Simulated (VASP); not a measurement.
# LaP (Fm-3m) in VASP: notebook, part 2 of 2

VASP 6.6.1. The steps go on from the part before.

### 4 Electric field gradients, LDA (volume scaled by 0.99)

INCAR

```
ALGO = Normal ; EDIFF = 1E-8
ENCUT = 520 ; GGA = CA
ISIF = 2 ; ISMEAR = -1
LASPH = True ; LCHARG = False
LEFG = True ; LREAL = False
LWAVE = False ; NBANDS = 15
NELM = 60 ; PREC = Accurate
SIGMA = 0.03
```

KPOINTS

```
k-points
0
Gamma
  10 10 10
```

POSCAR

```
LaP
1.0
    0.0000000000      3.0024246739      3.0024246739
    3.0024246739      0.0000000000      3.0024246739
    3.0024246739      3.0024246739      0.0000000000
La P
1 1
Direct
    0.0000000000      0.0000000000      0.0000000000
    0.5000000000      0.5000000000      0.5000000000
```

Potentials or basis: VASP PAW LDA potentials, release 64 (La, P).

Launch:

```bash
> cat potpaw_LDA.64/La/POTCAR potpaw_LDA.64/P/POTCAR > POTCAR
> mpirun -np 1 vasp_std > vasp.out
```

OUTCAR:

```text
EDIFF = 1E-8
   ENCUT = 520
   GGA = CA
   ISIF = 2
   ISMEAR = -1
   LASPH = True
   LREAL = False
   NELM = 60
   PREC = Accurate

 ion  position               nearest neighbor table
   1  0.000  0.000  0.000-   2 3.00   2 3.00   2 3.00   2 3.00   2 3.00   2 3.00
   2  0.500  0.500  0.500-   1 3.00   1 3.00   1 3.00   1 3.00   1 3.00   1 3.00

  LATTYP: Found a face centered cubic cell.
 ALAT       =     6.0048493478

  Lattice vectors:

 A1 = (   0.0000000000,   3.0024246739,   3.0024246739)
 A2 = (   3.0024246739,   0.0000000000,   3.0024246739)
 A3 = (   3.0024246739,   3.0024246739,   0.0000000000)

Analysis of symmetry for initial positions (statically):
=====================================================================
 Subroutine PRICEL returns:
 Original cell was already a primitive cell.

 Routine SETGRP: Setting up the symmetry group for a
 face centered cubic supercell.

[... 620 lines left out ...]
      direct lattice vectors                 reciprocal lattice vectors
     0.000000000  3.002424674  3.002424674    -0.166532071  0.166532071  0.166532071
     3.002424674  0.000000000  3.002424674     0.166532071 -0.166532071  0.166532071
     3.002424674  3.002424674  0.000000000     0.166532071  0.166532071 -0.166532071

 POSITION                                       TOTAL-FORCE (eV/Angst)
 -----------------------------------------------------------------------------------
      0.00000      0.00000      0.00000        -0.000000      0.000000      0.000000
      3.00242      3.00242      3.00242         0.000000     -0.000000     -0.000000
 -----------------------------------------------------------------------------------
    total drift:                                0.000000     -0.000000     -0.000000

  FREE ENERGIE OF THE ION-ELECTRON SYSTEM (eV)
  ---------------------------------------------------
  free  energy   TOTEN  =       -14.6934873932 eV

  energy  without entropy=      -14.6925992037  energy(sigma->0) =      -14.69304330

 Electric field gradients (V/A^2)
---------------------------------------------------------------------
 ion       V_xx      V_yy      V_zz      V_xy      V_xz      V_yz
---------------------------------------------------------------------
   1      -0.000    -0.000     0.000     0.000     0.000     0.000
   2      -0.000     0.000     0.000    -0.000    -0.000    -0.000
---------------------------------------------------------------------

 Electric field gradients after diagonalization (V/A^2)
 (convention: |V_zz| > |V_xx| > |V_yy|)
----------------------------------------------------------------------
 ion       V_xx      V_yy      V_zz     asymmetry (V_yy - V_xx)/ V_zz
----------------------------------------------------------------------
   1      -0.000    -0.000     0.000       0.000
   2       0.000     0.000    -0.001       0.000
----------------------------------------------------------------------

           NMR quadrupolar parameters

 Cq : quadrupolar parameter    Cq=e*Q*V_zz/h
 eta: asymmetry parameters     (V_yy - V_xx)/ V_zz
 Q  : nuclear electric quadrupole moment in mb (millibarn)
----------------------------------------------------------------------
 ion       Cq(MHz)       eta       Q (mb)
----------------------------------------------------------------------
   1       0.000       0.000       1.000
   2      -0.000       0.000       1.000
----------------------------------------------------------------------
```

OSZICAR:

```text
N       E                     dE             d eps       ncg     rms          rms(c)
DAV:   1     0.122606678691E+03    0.12261E+03   -0.58319E+03  1442   0.139E+03
DAV:   2    -0.167415188106E+01   -0.12428E+03   -0.11245E+03  1744   0.198E+02
DAV:   3    -0.144158920630E+02   -0.12742E+02   -0.12264E+02  2047   0.970E+01
DAV:   4    -0.150439495486E+02   -0.62806E+00   -0.62572E+00  2474   0.172E+01
DAV:   5    -0.150677034164E+02   -0.23754E-01   -0.23744E-01  2029   0.287E+00    0.425E+00
DAV:   6    -0.147187933214E+02    0.34891E+00   -0.13831E+00  2410   0.487E+00    0.288E+00
DAV:   7    -0.146993141558E+02    0.19479E-01   -0.66769E-02  2440   0.155E+00    0.138E+00
DAV:   8    -0.146939238332E+02    0.53903E-02   -0.13425E-02  2462   0.122E+00    0.209E-01
DAV:   9    -0.146935336140E+02    0.39022E-03   -0.14799E-03  2597   0.358E-01    0.132E-01
DAV:  10    -0.146935099212E+02    0.23693E-04   -0.66257E-04  2455   0.271E-01    0.427E-02
DAV:  11    -0.146934960533E+02    0.13868E-04   -0.35498E-04  2495   0.179E-01    0.167E-02
DAV:  12    -0.146934875347E+02    0.85186E-05   -0.67899E-05  2484   0.709E-02    0.331E-03
DAV:  13    -0.146934874620E+02    0.72743E-07   -0.15604E-06  2076   0.101E-02    0.188E-03
DAV:  14    -0.146934873935E+02    0.68448E-07   -0.70710E-07  2448   0.597E-03    0.314E-04
DAV:  15    -0.146934873932E+02    0.32810E-09   -0.13991E-08  1499   0.783E-04
   1 F= -.14693487E+02 E0= -.14693043E+02  d E =-.888190E-03
```

It took 28 s on 1 thread of AMD EPYC 9R45 (Zen 5), shared host; peak memory 0.16 GiB.

What came out:

| Quantity | Value |
| --- | --- |
| Free energy | -14.6935 eV |
| Pressure | -2.6 GPa |
| Band gap on the k mesh | zero (band 8 reaches 6.48 eV, above the bottom of band 9 at 6.29 eV) |

Caveat: without QUAD_EFG the Cq values of the log hold for a quadrupole moment of 1 mb, not for the nuclei; spin-orbit coupling is left out, which moves the levels of the heavy elements.

### 5 Electric field gradients, LDA (volume scaled by 1.02)

INCAR

```
PREC = Accurate
ENCUT = 520
EDIFF = 1E-8
ISMEAR = -1
SIGMA = 0.03
LREAL = F
LASPH = T
NELM = 100
ALGO = Normal
ISIF = 2
LWAVE = F
LCHARG = F
LEFG = T
NBANDS = 15
```

KPOINTS

```
Automatic mesh
0
Gamma
  10 10 10
```

POSCAR

```
LaP
1.0
    0.0000000000      3.0324509126      3.0324509126
    3.0324509126      0.0000000000      3.0324509126
    3.0324509126      3.0324509126      0.0000000000
La P
1 1
Direct
    0.0000000000      0.0000000000      0.0000000000
    0.5000000000      0.5000000000      0.5000000000
```

Potentials or basis: VASP PAW LDA potentials, release 64 (La, P).

Launch:

```bash
> cat potpaw_LDA.64/La/POTCAR potpaw_LDA.64/P/POTCAR > POTCAR
> mpirun -np 1 vasp_std > vasp.out
```

OUTCAR:

```text
PREC = Accurate
   ENCUT = 520
   EDIFF = 1E-8
   ISMEAR = -1
   LREAL = F
   LASPH = T
   NELM = 100
   ISIF = 2

 ion  position               nearest neighbor table
   1  0.000  0.000  0.000-   2 3.03   2 3.03   2 3.03   2 3.03   2 3.03   2 3.03
   2  0.500  0.500  0.500-   1 3.03   1 3.03   1 3.03   1 3.03   1 3.03   1 3.03

  LATTYP: Found a face centered cubic cell.
 ALAT       =     6.0649018252

  Lattice vectors:

 A1 = (   0.0000000000,   3.0324509126,   3.0324509126)
 A2 = (   3.0324509126,   0.0000000000,   3.0324509126)
 A3 = (   3.0324509126,   3.0324509126,   0.0000000000)
[... 643 lines left out ...]
  free  energy   TOTEN  =       -14.6570333147 eV

  energy  without entropy=      -14.6562964078  energy(sigma->0) =      -14.65666486

 Electric field gradients (V/A^2)
---------------------------------------------------------------------
 ion       V_xx      V_yy      V_zz      V_xy      V_xz      V_yz
---------------------------------------------------------------------
   1      -0.000     0.000    -0.000    -0.000    -0.000    -0.000
   2      -0.000     0.000     0.000    -0.000    -0.000    -0.000
---------------------------------------------------------------------

 Electric field gradients after diagonalization (V/A^2)
 (convention: |V_zz| > |V_xx| > |V_yy|)
----------------------------------------------------------------------
 ion       V_xx      V_yy      V_zz     asymmetry (V_yy - V_xx)/ V_zz
----------------------------------------------------------------------
   1       0.000     0.000    -0.000       0.000
   2       0.000     0.000    -0.000       0.000
----------------------------------------------------------------------

           NMR quadrupolar parameters

 Cq : quadrupolar parameter    Cq=e*Q*V_zz/h
 eta: asymmetry parameters     (V_yy - V_xx)/ V_zz
 Q  : nuclear electric quadrupole moment in mb (millibarn)
----------------------------------------------------------------------
 ion       Cq(MHz)       eta       Q (mb)
----------------------------------------------------------------------
   1      -0.000       0.000       1.000
   2      -0.000       0.000       1.000
----------------------------------------------------------------------
```

stdout:

```text
POSCAR found type information on POSCAR LaP
 POSCAR found :  2 types and       2 ions
 scaLAPACK will be used
 LDA part: xc-table for (Slater(with rela. corr.)+CA(PZ))
 , standard interpolation
 POSCAR, INCAR and KPOINTS ok, starting setup
 FFT: planning ... GRIDC
 FFT: planning ... GRID_SOFT
 FFT: planning ... GRID
 WAVECAR not read
 entering main loop
ion   1

ion   2
```

It took 29 s on 1 thread of AMD EPYC 9R45 (Zen 5), shared host; peak memory 0.16 GiB.

Results:

- Free energy: -14.6570 eV
- Pressure: -4.6 GPa
- Band gap on the k mesh: zero (band 8 reaches 6.20 eV, above the bottom of band 9 at 6.00 eV)

Caveat: without QUAD_EFG the Cq values of the log hold for a quadrupole moment of 1 mb, not for the nuclei; spin-orbit coupling is left out, which moves the levels of the heavy elements.

### 6 Overview

| cell | gap on the mesh (eV) | pressure (GPa) |
| --- | --- | --- |
| a = 4.203 Å, angles 60.0°, 2 atoms | none | -0.2 |
| a = 4.246 Å, angles 60.0°, 2 atoms | none | -2.6 |
| a = 4.289 Å, angles 60.0°, 2 atoms | none | -4.6 |

Alike in all rows: task electric field gradients; level LDA; potentials or basis VASP PAW LDA potentials, release 64 (La, P); no spin polarisation; k mesh 10 × 10 × 10; cutoff (eV) 520; smearing fermi-dirac 0.03 eV.

Caveats: spin-orbit coupling is left out, which moves the levels of the heavy elements.

Total energies depend on the potentials used, so only differences within one code and one set of settings carry meaning.
